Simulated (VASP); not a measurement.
# MgNi3Te4 (P-3m1) in VASP: settings compared

The runs below take MgNi3Te4 through single point, with PBEsol, PBE.

Program: VASP 6.6.1. These are calculated values, not measurements. Logs are shortened: lines on timing, memory, paths and dates and some standing lists are left out, and cuts for length are marked.

### 1 The cell of the first run

The structure is trigonal, space group P-3m1 (No. 164). Conventional cell: a = 4.102 Å, b = 4.102 Å, c = 11.235 Å, α = 90.00°, β = 90.00°, γ = 120.00°. Within 3.9 Å of Mg (site symmetry -3m) lie 2 Ni at 2.94 Å and 6 Te at 2.95 Å. Ni (site symmetry -3m) has 2 Ni at 2.68 Å and 6 Te at 2.68 Å within 3.5 Å. Within 3.5 Å of Ni (site symmetry 3m) lie 6 Te at 2.65 to 2.76 Å and 1 Ni at 2.68 Å and 1 Mg at 2.94 Å. Te (site symmetry 3m) has 3 Ni at 2.65 Å and 3 Mg at 2.95 Å and 3 Te at 3.52 Å within 3.6 Å. Within 3.6 Å of Te (site symmetry 3m) lie 6 Ni at 2.68 to 2.76 Å and 6 Te at 3.44 to 3.52 Å.

### 2 Single point, PBEsol

File INCAR:

```
PREC = Accurate ; ENCUT = 600
EDIFF = 1E-6 ; ISMEAR = 0
SIGMA = 0.1 ; LREAL = F
LASPH = T ; NELM = 120
ALGO = Normal ; ISIF = 2
LWAVE = F ; LCHARG = F
GGA = PS ; NBANDS = 38
GGA_COMPAT = F
```

File KPOINTS:

```
regular mesh
0
Gamma
  12 12 4
```

File POSCAR:

```
MgNi3Te4
1.0
    4.1015157556      0.0000000000      0.0000000000
   -2.0507578778      3.5520168384      0.0000000000
    0.0000000000      0.0000000000     11.2347574000
Mg Ni Te
1 3 4
Direct
    0.0000000000      0.0000000000      0.0000000000
    0.0000000000      0.0000000000      0.5000000000
    0.0000000000      0.0000000000      0.2618430000
    0.0000000000      0.0000000000      0.7381570000
    0.3333333333      0.6666666667      0.1563150000
    0.3333333333      0.6666666667      0.6113180000
    0.6666666667      0.3333333333      0.3886820000
    0.6666666667      0.3333333333      0.8436850000
```

Potentials or basis: VASP PAW PBE potentials, release 64 (Mg, Ni, Te).

The run is started by

```sh
> cat potpaw_PBE.64/Mg/POTCAR potpaw_PBE.64/Ni/POTCAR potpaw_PBE.64/Te/POTCAR > POTCAR
> mpirun -np 1 vasp_std > vasp.out
```

OUTCAR:

```text
PREC = Accurate
   ENCUT = 600
   EDIFF = 1E-6
   ISMEAR = 0
   LREAL = F
   LASPH = T
   NELM = 120
   ISIF = 2
   GGA = PS

 ion  position               nearest neighbor table
   1  0.000  0.000  0.000-   3 2.94   4 2.94   5 2.95   8 2.95   8 2.95   5 2.95   8 2.95   5 2.95

   2  0.000  0.000  0.500-   3 2.68   4 2.68   6 2.68   7 2.68   7 2.68   6 2.68   7 2.68   6 2.68

   3  0.000  0.000  0.262-   5 2.65   5 2.65   5 2.65   2 2.68   7 2.76   7 2.76   7 2.76   1 2.94

   4  0.000  0.000  0.738-   8 2.65   8 2.65   8 2.65   2 2.68   6 2.76   6 2.76   6 2.76   1 2.94

   5  0.333  0.667  0.156-   3 2.65   3 2.65   3 2.65   1 2.95   1 2.95   1 2.95   7 3.52   7 3.52
                             7 3.52
   6  0.333  0.667  0.611-   2 2.68   2 2.68   2 2.68   4 2.76   4 2.76   4 2.76   7 3.44   7 3.44
                             7 3.44   8 3.52   8 3.52   8 3.52
   7  0.667  0.333  0.389-   2 2.68   2 2.68   2 2.68   3 2.76   3 2.76   3 2.76   6 3.44   6 3.44
                             6 3.44   5 3.52   5 3.52   5 3.52
   8  0.667  0.333  0.844-   4 2.65   4 2.65   4 2.65   1 2.95   1 2.95   1 2.95   6 3.52   6 3.52
                             6 3.52

  LATTYP: Found a hexagonal cell.
 ALAT       =     4.1015157556
 C/A-ratio  =     2.7391720694

  Lattice vectors:

 A1 = (   4.1015157556,   0.0000000000,   0.0000000000)
 A2 = (  -2.0507578778,   3.5520168384,   0.0000000000)
 A3 = (   0.0000000000,   0.0000000000,  11.2347574000)

Analysis of symmetry for initial positions (statically):
=====================================================================
 Subroutine PRICEL returns:
 Original cell was already a primitive cell.

 Routine SETGRP: Setting up the symmetry group for a
 hexagonal supercell.

 Subroutine GETGRP returns: Found 12 space group operations
 (whereof 12 operations were pure point group operations)
 out of a pool of 24 trial point group operations.

The static configuration has the point symmetry D_3d.

Analysis of symmetry for dynamics (positions and initial velocities):
=====================================================================
 Subroutine PRICEL returns:
 Original cell was already a primitive cell.

 Routine SETGRP: Setting up the symmetry group for a
 hexagonal supercell.

 Subroutine GETGRP returns: Found 12 space group operations
 (whereof 12 operations were pure point group operations)
 out of a pool of 24 trial point group operations.

The dynamic configuration has the point symmetry D_3d.

 Subroutine INISYM returns: Found 12 space group operations
 (whereof 12 operations are pure point group operations),
 and found     1 'primitive' translations
[... 115 lines left out ...]
   POTIM  = 0.5000    time-step for ionic-motion
   TEBEG  =    0.0;   TEEND  =   0.0 temperature during run
   PSTRESS=    0.0 pullay stress
   NELECT =      56.0000    total number of electrons
   NUPDOWN=      -1.0000    fix difference up-down
   EMIN   =  10.00;   EMAX   =-10.00  energy-range for DOS
   EFERMI =   0.00;   METHOD = LEGACY
   ISMEAR =     0;   SIGMA  =   0.10  broadening in eV -4-tet -1-fermi 0-gaus
   EFERMI_NEDOS =   21; number of points for ismear=-14 and -15
   IALGO  =     38    algorithm
   IMIX   =      4    mixing-type and parameters
     AMIX     =   0.40;   BMIX     =  1.00
     AMIX_MAG =   1.60;   BMIX_MAG =  1.00
  volume/ion in A,a.u.               =      20.46       138.07
  Fermi-wavevector in a.u.,A,eV,Ry     =   1.145011  2.163758 17.837933  1.311051
  Thomas-Fermi vector in A             =   2.281701
   LORBIT       =      0    0 simple, 1 ext, 2 COOP (PROOUT), +10 PAW based schemes
   GGA     = PS    functional components
   LHFCALC =     F    Hartree Fock is set to
   AEXX    =    0.0000 exact exchange contribution
   IVDW    =     0    specifies the selected vdW correction
   LEPSILON=     F    determine dielectric tensor
   LRPA    =     F    only Hartree local field effects (RPA)
 non-spin polarized calculation
 Gauss-broadening in eV      SIGMA  =   0.10
  energy-cutoff  :      600.00
  volume of cell :      163.68
 maximum number of plane-waves:      5528
 NGX is ok and might be reduce to    36
   NGX = 17   NGY = 17   NGZ = 45

 number of electron      55.9999982 magnetization

 Free energy of the ion-electron system (eV)
  ---------------------------------------------------
  ext. energy  EPLUGINS =         0.00000000
  ---------------------------------------------------
  free energy    TOTEN  =       -36.61454214 eV

  energy without entropy =      -36.59217517  energy(sigma->0) =      -36.60335866

 E-fermi :   7.9256     XC(G=0): -10.6684

 val. band max:        7.9156785695   @ k =  -0.1667   0.5000   0.2500
 cond. band min:       7.9284080787   @ k =   0.0000   0.0000   0.5000
 fundamental gap:      0.0127295091
 Fermi energy:         7.9256316104

 k-point     1 :       0.0000    0.0000    0.0000
  band No.  band energies     occupation
      1      -5.8530      2.00000
      2      -4.8642      2.00000
      3      -4.3507      2.00000
      4      -2.9385      2.00000
      5       1.6413      2.00000
      6       3.8987      2.00000
[... 973 lines left out ...]
     37      12.9746      0.00000
     38      13.0606      0.00000

 [... further k-points ...]

------------------------ aborting loop because EDIFF is reached ----------------------------------------

  FORCE on cell =-STRESS in cart. coord.  units (eV):
  Direction    XX          YY          ZZ          XY          YZ          ZX
  --------------------------------------------------------------------------------------
  -------------------------------------------------------------------------------------
  Total       -4.1982287     -4.1982287     -4.0965660     -0.0000000     -0.0000000      0.0000000
  in kB      -41.0954345    -41.0954345    -40.1002831     -0.0000000     -0.0000000      0.0000000
  external PRESSURE =     -40.7637174 kB  Pullay stress =       0.0000000 kB

 VOLUME and BASIS-vectors are now :
 -----------------------------------------------------------------------------
  energy-cutoff  :      600.00
  volume of cell :      163.68
      direct lattice vectors                 reciprocal lattice vectors
     4.101515756  0.000000000  0.000000000     0.243812302  0.140765098  0.000000000
    -2.050757878  3.552016838  0.000000000     0.000000000  0.281530197  0.000000000
     0.000000000  0.000000000 11.234757400     0.000000000  0.000000000  0.089009488

 POSITION                                       TOTAL-FORCE (eV/Angst)
 -----------------------------------------------------------------------------------
      0.00000      0.00000      0.00000         0.000000      0.000000      0.000000
      0.00000      0.00000      5.61738         0.000000      0.000000      0.000000
      0.00000      0.00000      2.94174         0.000000      0.000000      0.025332
      0.00000      0.00000      8.29301         0.000000      0.000000     -0.025332
     -0.00000      2.36801      1.75616        -0.000000     -0.000000      0.223086
     -0.00000      2.36801      6.86801         0.000000     -0.000000     -0.021247
      2.05076      1.18401      4.36675        -0.000000      0.000000      0.021247
      2.05076      1.18401      9.47860        -0.000000      0.000000     -0.223086
 -----------------------------------------------------------------------------------
    total drift:                                0.000000     -0.000000     -0.000000

  FREE ENERGIE OF THE ION-ELECTRON SYSTEM (eV)
  ---------------------------------------------------
  free  energy   TOTEN  =       -36.6145421428 eV

  energy  without entropy=      -36.5921751683  energy(sigma->0) =      -36.60335866
```

stdout:

```text
POSCAR found type information on POSCAR MgNiTe
 POSCAR found :  3 types and       8 ions
 scaLAPACK will be used
 -----------------------------------------------------------------------------
|                                                                             |
|                                                                             |
|     You enforced a specific xc type in the INCAR file but a different       |
|     I HOPE YOU KNOW WHAT YOU ARE DOING!                                     |
|                                                                             |
 -----------------------------------------------------------------------------

 LDA part: xc-table for (Slater+PW92), standard interpolation
 POSCAR, INCAR and KPOINTS ok, starting setup
 FFT: planning ... GRIDC
 FFT: planning ... GRID_SOFT
 FFT: planning ... GRID
 WAVECAR not read
 entering main loop
```

It took 8 min on 1 thread of Intel Xeon 6975P-C (Granite Rapids), shared host; peak memory 0.67 GiB.

Results:

| Quantity | Value |
| --- | --- |
| Free energy | -36.6145 eV |
| Pressure | -4.1 GPa |
| Largest force | 0.223 eV/Å |
| Band gap on the k mesh | zero (bands 28 and 29 overlap by 1.25 eV) |

Forces in eV/Å, atoms in the order of the input:
```
Mg   0.000  0.000  0.000
Ni   0.000  0.000  0.000
Ni   0.000  0.000  0.025
Ni   0.000  0.000 -0.025
Te   0.000  0.000  0.223
Te   0.000  0.000 -0.021
Te   0.000  0.000  0.021
Te   0.000  0.000 -0.223
```

Caveat: the cell stands under tension; the PAW data sets were made with another functional, which shifts forces and pressure a little; spin-orbit coupling is left out, which moves the levels of the heavy elements. Spin polarisation is off, so any magnetic state and its effect on volume and gap are missing.

### 3 Single point, PBE

This run uses another cell than the first one, of 20.53 Å³/atom.

File INCAR:

```
SYSTEM = MgNi3Te4
ALGO = Normal
EDIFF = 1E-6
ENCUT = 600
GGA = PE
GGA_COMPAT = .False.
ISIF = 2
ISMEAR = -1
LASPH = .True.
LCHARG = .True.
LELF = .True.
LREAL = .False.
LVHAR = .True.
LWAVE = .False.
NBANDS = 38
NELM = 120
PREC = Accurate
SIGMA = 0.15
```

File KPOINTS:

```
k-points
0
Gamma
  12 12 4
  0 0 0
```

File POSCAR:

```
MgNi3Te4
1.0
    4.1043606368      0.0000000000      0.0000000000
   -2.0521803184      3.5544805778      0.0000000000
    0.0000000000      0.0000000000     11.2567450881
Mg Ni Te
1 3 4
Direct
    0.0000000000      0.0000000000      0.0000000000
    0.0000000000      0.0000000000      0.5000000000
    0.0000000000      0.0000000000      0.2625568489
    0.0000000000      0.0000000000      0.7374431511
    0.3333333333      0.6666666667      0.1559940124
    0.3333333333      0.6666666667      0.6115523580
    0.6666666667      0.3333333333      0.3884476420
    0.6666666667      0.3333333333      0.8440059876
```

Potentials or basis: VASP PAW PBE potentials, release 64 (Mg, Ni, Te).

The run is started by

```sh
> cat potpaw_PBE.64/Mg/POTCAR potpaw_PBE.64/Ni/POTCAR potpaw_PBE.64/Te/POTCAR > POTCAR
> mpirun -np 1 vasp_std > vasp.out
```

Wall time 7.3 min (1 thread of Intel Xeon 6975P-C (Granite Rapids), shared host); peak memory 0.67 GiB.

Results (log left out):

| Quantity | Value |
| --- | --- |
| Free energy | -32.8715 eV |
| Pressure | -0.2 GPa |
| Largest force | 0.008 eV/Å |
| Band gap on the k mesh | zero (bands 28 and 29 overlap by 1.24 eV) |

Forces on the atoms (eV/Å):
```
Mg   0.000  0.000  0.000
Ni   0.000  0.000  0.000
Ni   0.000  0.000 -0.001
Ni   0.000  0.000  0.001
Te   0.000  0.000 -0.008
Te   0.000  0.000 -0.001
Te   0.000  0.000  0.001
Te   0.000  0.000  0.008
```

Levels at points of the mesh, in eV from the Fermi level:
| k point | band 25 | band 26 | band 27 | band 28 | band 29 | band 30 | band 31 | band 32 |
| --- | --- | --- | --- | --- | --- | --- | --- | --- |
| (0.00, 0.00, 0.00) | -0.18 | -0.18 | 0.65 | 0.65 | 0.78 | 0.91 | 0.91 | 2.15 |
| (0.50, 0.00, 0.00) | -1.29 | -0.89 | -0.58 | -0.31 | 0.21 | 0.21 | 1.50 | 2.31 |
| (0.00, 0.00, 0.50) | -0.41 | -0.04 | -0.04 | 0.50 | 0.50 | 0.96 | 0.96 | 2.26 |
| (0.50, 0.00, 0.50) | -1.32 | -0.97 | -0.71 | 0.00 | 0.21 | 0.71 | 1.07 | 1.73 |

Caveat: spin-orbit coupling is left out, which moves the levels of the heavy elements. Spin polarisation is off, so any magnetic state and its effect on volume and gap are missing.
